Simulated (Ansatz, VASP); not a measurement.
# HfN in VASP and in Ansatz

```
Hf N
1.0
     0.00000    2.26290    2.26290
     2.26290    0.00000    2.26290
     2.26290    2.26290    0.00000
Hf N
1 1
Direct
  0.00000 0.00000 0.00000
  0.50000 0.50000 0.50000
```

Alike in both runs: functional r2SCAN; k mesh 16 × 16 × 16; occupations gaussian, width 0.1 eV; no spin polarisation.

Ansatz relaxed the structure, and its values are those at the end. VASP's run is a single point on that final structure, the one shown.

```csv
,VASP,Ansatz
version,VASP 6.6.1,Ansatz 0.2.0
potentials or method,"VASP PAW PBE potentials, release 64 (Hf_pv, N), cutoff 520 eV","scalar-relativistic, plane waves, PAW"
valence electrons in the cell,15,31
```

```tsv
	VASP	Ansatz	Ansatz less VASP
gap on the k mesh at the Fermi level (eV)	none	none	-
pressure (GPa)	-2.8	0.0	+2.75
```

VASP's potentials were made for PBE, not for r2SCAN. A gap of «none» marks a metal or a gap that the smearing closes. VASP's potentials hold 15 valence electrons a cell and Ansatz's 31, so a difference there can come from the potentials and not from the codes.

Neither program's run includes spin-orbit coupling.
